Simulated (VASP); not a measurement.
Input of a VASP 6.6.1 run:

INCAR

```
SYSTEM = C
ALGO = Normal ; EDIFF = 1E-6
EDIFFG = -0.03 ; ENCUT = 600
GGA = CA ; IBRION = 2
ISIF = 3 ; ISMEAR = 1
LASPH = .True. ; LCHARG = .False.
LREAL = .False. ; LWAVE = .False.
NELM = 60 ; NSW = 80
PREC = Accurate ; PSTRESS = 100.0
SIGMA = 0.05
```

Contents of KPOINTS:

```
k-points
0
Gamma
  12 12 12
  0 0 0
```

Contents of POSCAR:

```
C
1.0
    1.9500000000      0.0000000000      0.0000000000
    0.0000000000      1.9500000000      0.0000000000
    0.0000000000      0.0000000000      1.9500000000
C
1
Direct
    0.0000000000      0.0000000000      0.0000000000
```

Potentials or basis: VASP PAW LDA potentials, release 64 (C).

Run with:

```console
$ cat potpaw_LDA.64/C/POTCAR > POTCAR
$ mpirun -np 1 vasp_std > vasp.out
```

Q: Predict the band gap on the k mesh.

A: Zero (band 2 reaches 21.63 eV, above the bottom of band 3 at 9.77 eV).

Q: What does it give for the relaxed cell?

A: a = 1.736 Å, b = 1.736 Å, c = 1.736 Å, α = 90.00°, β = 90.00°, γ = 90.00°.

Q: Predict the space group after relaxing (to 0.05 Å).

A: Pm-3m (No. 221).

Final structure:
```
CELL_PARAMETERS angstrom
1.73649 0.00000 0.00000
0.00000 1.73649 0.00000
0.00000 0.00000 1.73649
ATOMIC_POSITIONS crystal
C 0.00000 0.00000 0.00000
```

Caveat: the cell is relaxed towards a set pressure, so the enthalpy falls and the energy may rise.
